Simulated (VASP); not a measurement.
Wanted: the native input for a VASP 6.6.1 run.

```
Task                   : single point
Functional             : PBE
Potentials or basis    : VASP PAW PBE potentials, release 64 (Sm_3, F), 4f in core
Cutoff                 : 600 eV
k mesh                 : 18 × 18 × 12
Occupations            : gaussian, width 0.1 eV
Spin                   : no spin polarisation
Dipole correction      : no
Further INCAR settings : ALGO = Normal; EDIFF = 1e-06; NBANDS = 16
```

The structure of SmF lies in POSCAR:

```
SmF
1.0
    3.7667138973      0.0000000000      0.0000000000
   -1.8833569487      3.2620699239      0.0000000000
    0.0000000000      0.0000000000      4.4648110016
Sm F
1 1
Direct
    0.0000000000      0.0000000000      0.5000000000
    0.0000000000      0.0000000000      0.0000000000
```

One way to write it, as run:

INCAR

```
SYSTEM = SmF
PREC = Accurate
ENCUT = 600
EDIFF = 1E-6
ISMEAR = 0
SIGMA = 0.1
LREAL = .FALSE.
LASPH = .TRUE.
NELM = 200
ALGO = Normal
ISIF = 2
LWAVE = .FALSE.
LCHARG = .TRUE.
GGA = PE
LELF = .TRUE.
LVHAR = .TRUE.
NBANDS = 16
GGA_COMPAT = .FALSE.
LMAXMIX = 6
```

KPOINTS

```
regular mesh
0
G
  18 18 12
  0 0 0
```

Potentials or basis: VASP PAW PBE potentials, release 64 (Sm_3, F), 4f in core.

Run with:

```bash
$ cat potpaw_PBE.64/Sm_3/POTCAR potpaw_PBE.64/F/POTCAR > POTCAR
$ mpirun -np 1 vasp_std > vasp.out
```

It gave:

- Pressure: 0.5 GPa
- Band gap on the k mesh: zero (bands 9 and 10 overlap by 0.67 eV)

Caveat: spin-orbit coupling is left out, which moves the levels of the heavy elements; the 4f electrons are frozen in the core, so they carry no moment and show no levels; the run has no spin polarisation, though such a crystal can be magnetic.

It took 2.9 min on 1 thread of Intel(R) Xeon(R) Platinum 8259CL CPU @ 2.50GHz (Skylake/Cascade Lake), with other jobs on the host, peak memory 0.39 GiB.
